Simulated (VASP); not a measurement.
# B3N2 (P6/mmm) in VASP: a series of runs, part 3 of 3

VASP 6.6.1. Earlier steps stand in the parts before.

## 6. Single point, PBE

This run uses another cell than the first one, of 17.74 Å³/atom.

File INCAR:

```
SYSTEM = B3N2
PREC = Accurate ; ENCUT = 520
EDIFF = 1E-6 ; ISMEAR = 0
SIGMA = 0.1 ; LREAL = .False.
LASPH = .True. ; NELM = 80
ALGO = Normal ; ISIF = 2
LWAVE = .False. ; LCHARG = .False.
GGA = PE ; NBANDS = 18
```

File KPOINTS:

```
regular mesh
0
Gamma
  12 12 6
  0 0 0
```

File POSCAR:

```
B3N2
1.0
    3.3361559065      0.0000000000      0.0000000000
   -1.6680779532      2.8891957660      0.0000000000
    0.0000000000      0.0000000000      9.2018840875
B N
3 2
Direct
    0.5000000000      0.0000000000      0.0000000000
    0.0000000000      0.5000000000      0.0000000000
    0.5000000000      0.5000000000      0.0000000000
    0.0000000000      0.0000000000      0.4401249300
    0.0000000000      0.0000000000      0.5598750700
```

Potentials or basis: VASP PAW PBE potentials, release 64 (B, N).

Command:

```console
$ cat potpaw_PBE.64/B/POTCAR potpaw_PBE.64/N/POTCAR > POTCAR
$ mpirun -np 1 vasp_std > vasp.out
```

OUTCAR:

```text
SYSTEM = B3N2
   PREC = Accurate
   ENCUT = 520
   EDIFF = 1E-6
   ISMEAR = 0
   LREAL = .False.
   LASPH = .True.
   NELM = 80
   ISIF = 2
   GGA = PE

 ion  position               nearest neighbor table
   1  0.500  0.000  0.000-   3 1.67   3 1.67   2 1.67   2 1.67
   2  0.000  0.500  0.000-   3 1.67   3 1.67   1 1.67   1 1.67
   3  0.500  0.500  0.000-   1 1.67   1 1.67   2 1.67   2 1.67
   4  0.000  0.000  0.440-   5 1.10
   5  0.000  0.000  0.560-   4 1.10
[... 709 lines left out ...]
  --------------------------------------------------------------------------------------
  -------------------------------------------------------------------------------------
  Total       -0.0666051     -0.0666051      1.8536835     -0.0000000      0.0000000     -0.0000000
  in kB       -1.2031454     -1.2031454     33.4846767     -0.0000000      0.0000000     -0.0000000
  external PRESSURE =      10.3594620 kB  Pullay stress =       0.0000000 kB

 VOLUME and BASIS-vectors are now :
 -----------------------------------------------------------------------------
  energy-cutoff  :      520.00
  volume of cell :       88.70
      direct lattice vectors                 reciprocal lattice vectors
     3.336155907  0.000000000  0.000000000     0.299746183  0.173058540  0.000000000
    -1.668077953  2.889195766  0.000000000     0.000000000  0.346117079  0.000000000
     0.000000000  0.000000000  9.201884087     0.000000000  0.000000000  0.108673397

 POSITION                                       TOTAL-FORCE (eV/Angst)
 -----------------------------------------------------------------------------------
      1.66808      0.00000      0.00000         0.000000      0.000000     -0.000000
     -0.83404      1.44460      0.00000         0.000000      0.000000     -0.000000
      0.83404      1.44460      0.00000         0.000000      0.000000     -0.000000
      0.00000      0.00000      4.04998        -0.000000      0.000000     -1.757514
      0.00000      0.00000      5.15191        -0.000000     -0.000000      1.757514
 -----------------------------------------------------------------------------------
    total drift:                                0.000000      0.000000     -0.000000

  FREE ENERGIE OF THE ION-ELECTRON SYSTEM (eV)
  ---------------------------------------------------
  free  energy   TOTEN  =       -33.9257455934 eV

  energy  without entropy=      -33.9111654999  energy(sigma->0) =      -33.91845555
```

OSZICAR:

```text
N       E                     dE             d eps       ncg     rms          rms(c)
DAV:   1     0.752368072772E+02    0.75237E+02   -0.81574E+03  2736   0.859E+02
DAV:   2    -0.300202087266E+02   -0.10526E+03   -0.10026E+03  3688   0.196E+02
DAV:   3    -0.364758794001E+02   -0.64557E+01   -0.63972E+01  3396   0.501E+01
DAV:   4    -0.365318856387E+02   -0.56006E-01   -0.55964E-01  3408   0.550E+00
DAV:   5    -0.365325624653E+02   -0.67683E-03   -0.67679E-03  3432   0.544E-01    0.984E+00
DAV:   6    -0.346596102837E+02    0.18730E+01   -0.15302E+00  3078   0.721E+00    0.557E+00
DAV:   7    -0.339850060570E+02    0.67460E+00   -0.15534E+00  3106   0.705E+00    0.126E+00
DAV:   8    -0.339532224168E+02    0.31784E-01   -0.11759E-01  3640   0.213E+00    0.317E-01
DAV:   9    -0.339404538352E+02    0.12769E-01   -0.97991E-03  3504   0.599E-01    0.198E-01
DAV:  10    -0.339273602703E+02    0.13094E-01   -0.51656E-03  3600   0.448E-01    0.117E-01
DAV:  11    -0.339257756447E+02    0.15846E-02   -0.24212E-03  3552   0.230E-01    0.739E-02
DAV:  12    -0.339257683611E+02    0.72836E-05   -0.74928E-04  3592   0.154E-01    0.283E-02
DAV:  13    -0.339257417971E+02    0.26564E-04   -0.11936E-04  3032   0.607E-02    0.121E-02
DAV:  14    -0.339257454725E+02   -0.36753E-05   -0.56523E-06  2956   0.167E-02    0.311E-03
DAV:  15    -0.339257455934E+02   -0.12090E-06   -0.46649E-07  2672   0.406E-03
   1 F= -.33925746E+02 E0= -.33918456E+02  d E =-.145801E-01
```

stdout:

```text
POSCAR found type information on POSCAR B N
 POSCAR found :  2 types and       5 ions
 scaLAPACK will be used
 LDA part: xc-table for (Slater+PW92), standard interpolation
 POSCAR, INCAR and KPOINTS ok, starting setup
 FFT: planning ... GRIDC
 FFT: planning ... GRID_SOFT
 FFT: planning ... GRID
 WAVECAR not read
 entering main loop
```

Run time: 1.8 min. Hardware: 1 thread of Intel Xeon Platinum 8488C (Sapphire Rapids), shared host; peak memory 0.26 GiB.

What came out:

| Property | Result |
| --- | --- |
| Free energy | -33.9257 eV |
| Pressure | 1.0 GPa |
| Largest force | 1.758 eV/Å |
| Band gap on the k mesh | zero (an odd number of electrons rules out a gap without spin polarisation) |

Forces on the atoms (eV/Å):
```
B    0.000  0.000  0.000
B    0.000  0.000  0.000
B    0.000  0.000  0.000
N    0.000  0.000 -1.758
N    0.000  0.000  1.758
```

Levels at points of the mesh, in eV from the Fermi level:
| k point | band 6 | band 7 | band 8 | band 9 | band 10 | band 11 | band 12 | band 13 | band 14 | band 15 |
| --- | --- | --- | --- | --- | --- | --- | --- | --- | --- | --- |
| (0.00, 0.00, 0.00) | -5.88 | -5.44 | -3.62 | -0.21 | -0.21 | 4.02 | 4.02 | 5.59 | 6.22 | 6.22 |
| (0.50, 0.00, 0.00) | -6.14 | -4.81 | -3.42 | -0.59 | -0.58 | 1.66 | 2.36 | 3.71 | 7.89 | 8.21 |
| (0.00, 0.00, 0.50) | -5.88 | -5.46 | -3.59 | -0.21 | -0.21 | 4.02 | 4.02 | 5.39 | 6.22 | 6.22 |
| (0.50, 0.00, 0.50) | -6.14 | -4.82 | -3.42 | -0.59 | -0.57 | 1.67 | 2.32 | 3.71 | 7.88 | 8.85 |

Caveat: the standard files for N, O and F lose accuracy on very short bonds; this functional lacks dispersion, which binds the layers, so the pressure and a relaxed spacing across them are unreliable; forces of over 1 eV/Å act on the atoms, so gaps and moduli don't describe the material at rest.

## 7. The runs side by side

| task | spin | cell | k mesh | cutoff (eV) | gap on the mesh (eV) | pressure (GPa) | moment (μB) | largest force (eV/Å) |
| --- | --- | --- | --- | --- | --- | --- | --- | --- |
| relaxation of cell and atoms | off | relaxed from a = 3.691, b = 3.691, c = 3.538 Å, angles 90.0, 90.0, 120.0°, 5 atoms, atomic positions A | 6 × 6 × 6 | 600 | none | 0.1 | - | 0.02 |
| single point | collinear, ferromagnetic start | a = 3.333, b = 3.333, c = 8.446 Å, angles 90.0, 90.0, 120.0°, 5 atoms, atomic positions B | 6 × 6 × 2 | 520 | none | 1.2 | 0.00 | 1.77 |
| single point | collinear, ferromagnetic start | a = 3.691, b = 3.691, c = 3.538 Å, angles 90.0, 90.0, 120.0°, 5 atoms, atomic positions A | 6 × 6 × 6 | 520 | none | -5.3 | 0.00 | 0.16 |
| single point | off | a = 3.336, b = 3.336, c = 9.202 Å, angles 90.0, 90.0, 120.0°, 5 atoms, atomic positions C | 12 × 12 × 4 | 520 | none | 1.0 | - | 1.76 |
| single point | off | a = 3.336, b = 3.336, c = 9.202 Å, angles 90.0, 90.0, 120.0°, 5 atoms, atomic positions C | 12 × 12 × 6 | 520 | none | 1.0 | - | 1.76 |

Alike in all rows: level PBE; potentials or basis VASP PAW PBE potentials, release 64 (B, N); smearing gaussian 0.1 eV.

Caveats: some runs use coarse meshes; the standard files for N, O and F lose accuracy on very short bonds; this functional lacks dispersion, which binds the layers, so the pressure and a relaxed spacing across them are unreliable (at least some runs); forces of over 1 eV/Å act on the atoms, so gaps and moduli don't describe the material at rest (at least some runs); the volume moved by over 15 % at a fixed basis, so the end points are rough (at least some runs); the cell stands under tension (at least some runs).

Total energies depend on the potentials used, so only differences within one code and one set of settings carry meaning.
